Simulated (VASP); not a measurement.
Set up this calculation in VASP 6.6.1, as the native input.

| Item | Value |
| --- | --- |
| Task | single point |
| Functional | r2SCAN |
| Potentials or basis | VASP PAW PBE potentials, release 64 (Sr_sv) |
| Cutoff | 520 eV |
| k mesh | 12 × 12 × 8 |
| Occupations | gaussian, width 0.15 eV |
| Spin | no spin polarisation |
| Dipole correction | no |
| Further INCAR settings | ALGO = Normal; EDIFF = 1e-06; NBANDS = 17 |

Sr:

```xyz
2
Lattice="3.9652 0.0000 0.0000 -1.9826 3.4340 0.0000 0.0000 0.0000 7.6140" Properties=species:S:1:pos:R:3 pbc="T T T"
Sr    0.0000    2.2893    1.9035
Sr    1.9826    1.1447    5.7105
```

This cell differs from its parent crystal: strain -0.080 along x and y, +0.080 along z.

The input as run:

POSCAR

```
Sr
1.0
    3.9652002030      0.0000000000      0.0000000000
   -1.9826001015      3.4339641069      0.0000000000
    0.0000000000      0.0000000000      7.6140000000
Sr
2
Direct
    0.3333333333      0.6666666667      0.2500000000
    0.6666666667      0.3333333333      0.7500000000
```

INCAR.step1

```
PREC     = Accurate       # precision mode
ENCUT    = 520            # plane-wave cutoff, eV
ISMEAR   = 0              # smearing method
SIGMA    = 0.15           # smearing width, eV
LREAL    = False          # projectors in reciprocal space
LASPH    = True           # aspherical terms in the spheres
NELM     = 100            # most SCF steps
NBANDS   = 17             # bands
GGA      = PE             # functional
ALGO     = Normal         # electronic algorithm
EDIFF    = 1E-4           # SCF threshold, eV
LWAVE    = True           # write WAVECAR
LCHARG   = False          # write CHGCAR
```

INCAR.step2

```
PREC     = Accurate       # precision mode
ENCUT    = 520            # plane-wave cutoff, eV
EDIFF    = 1E-6           # SCF threshold, eV
ISMEAR   = 0              # smearing method
SIGMA    = 0.15           # smearing width, eV
LREAL    = False          # projectors in reciprocal space
LASPH    = True           # aspherical terms in the spheres
NELM     = 100            # most SCF steps
ALGO     = Normal         # electronic algorithm
ISIF     = 2              # what is computed and relaxed
LWAVE    = False          # write WAVECAR
LCHARG   = True           # write CHGCAR
METAGGA  = R2SCAN         # meta-GGA
LMIXTAU  = True         
LELF     = True           # ELF
LVHAR    = True         
NBANDS   = 17             # bands
ISTART   = 1
```

KPOINTS

```
Automatic mesh
0
Gamma
  12 12 8
```

Potentials or basis: VASP PAW PBE potentials, release 64 (Sr_sv).

Command:

```sh
$ cat potpaw_PBE.64/Sr_sv/POTCAR > POTCAR
$ cp INCAR.step1 INCAR
$ mpirun -np 1 vasp_std > vasp.out
$ cp INCAR.step2 INCAR
$ mpirun -np 1 vasp_std > vasp.out
```

Results of the run:

* Pressure: 1.5 GPa
* Band gap on the k mesh: zero (bands 10 and 11 overlap by 0.92 eV)

Caveat: the cell differs from its parent crystal (strain -0.080 along x and y, +0.080 along z); the stress differs along the axes, from -2 to 3 GPa; the PAW data sets were made with another functional, which shifts forces and pressure a little.

Run time: 8 min on 1 thread of Intel(R) Xeon(R) 6975P-C (Granite Rapids) (shared host), peak memory 0.32 GiB.
